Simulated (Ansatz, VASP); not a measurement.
HfN in VASP and in Ansatz

```
Hf N
1.0
     0.00000    2.30331    2.30331
     2.30331    0.00000    2.30331
     2.30331    2.30331    0.00000
Hf N
1 1
Direct
  0.00000 0.00000 0.00000
  0.50000 0.50000 0.50000
```

Change from the starting cell: volume scaled by 1.06.

Alike in both runs: task single point; functional PBE; k mesh 10 × 10 × 10; occupations fermi-dirac, width 0.03 eV; no spin polarisation.

```csv
,VASP,Ansatz
version,VASP 6.6.1,Ansatz 0.2.0
potentials or method,"VASP PAW PBE potentials, release 64 (Hf_pv, N), cutoff 600 eV","all-electron LAPW, scalar-relativistic"
```

```tsv
	VASP	Ansatz	Ansatz less VASP
pressure (GPa)	-11.6	-9.3	+2.36
```

Ansatz ran all-electron here, and VASP with PAW potentials.

Spin-orbit coupling is off throughout.
